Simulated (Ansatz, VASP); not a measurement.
**Li3H2 in VASP and in Ansatz**

```xyz
5
Lattice="4.8870 0.0000 0.0000 -2.4435 4.2323 0.0000 0.0000 0.0000 2.5542" Properties=species:S:1:pos:R:3 pbc="T T T"
Li    1.5167    2.6254    0.0481
Li    1.8550    0.0008    0.0481
Li    3.9588    1.6061    0.0481
H     2.4435    1.4108    1.3334
H     0.0000    2.8215    1.3162
```

Alike in both runs: functional PBE; k mesh 5 × 5 × 4; occupations gaussian, width 0.2 eV; no spin polarisation.

Ansatz relaxed the structure, and its values are those at the end. VASP's run is a single point on that final structure, the one shown.

|  | VASP | Ansatz |
| --- | --- | --- |
| version | VASP 6.6.1 | Ansatz 0.2.0 |
| potentials or method | VASP PAW PBE potentials, release 64 (Li_sv, H), cutoff 520 eV | scalar-relativistic, plane waves, PAW |
| valence electrons in the cell | 11 | 11 |

```csv
,VASP,Ansatz,Ansatz less VASP
gap on the k mesh at the Fermi level (eV),none,none,-
rms of the force components (eV/Å),0.005,0.005,+0.0001
```

A gap of «none» marks a metal or a gap that the smearing closes.

The k mesh is coarse, so the values compare programs but aren't converged. Noted on VASP's run: the cutoff is short for stress, so the pressure is rough.
